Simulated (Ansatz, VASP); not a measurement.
# One calculation of SiC, two programs

```
CELL_PARAMETERS angstrom
0.00000 2.23527 2.05645
2.23527 0.00000 2.05645
2.23527 2.23527 0.00000
ATOMIC_POSITIONS crystal
Si 0.00000 0.00000 0.00000
C 0.75000 0.75000 0.75000
```

Alike in both runs: task single point; functional PBEsol; k mesh 12 × 12 × 12; occupations gaussian, width 0.05 eV; no spin polarisation.

|  | VASP | Ansatz |
| --- | --- | --- |
| version | VASP 6.6.1 | Ansatz 0.2.0 |
| potentials or method | VASP PAW PBE potentials, release 64 (Si, C), cutoff 520 eV | scalar-relativistic, plane waves, PAW |
| valence electrons in the cell | 8 | 8 |

Ansatz gave:

| Property | Result |
| --- | --- |
| gap on the k mesh at the Fermi level (eV) | 0.44 |
| least direct gap on the mesh (eV) | 4.37 |
| pressure (GPa) | 0.8 |
| traceless stress, the component that is largest in VASP (GPa) | 11.67 |

Problem. Which values does VASP return?

Solution. gap on the k mesh at the Fermi level (eV): 0.43; least direct gap on the mesh (eV): 4.36; pressure (GPa): 1.1; traceless stress, the component that is largest in VASP (GPa): 11.66.

VASP's potentials were made for PBE, not for PBEsol.
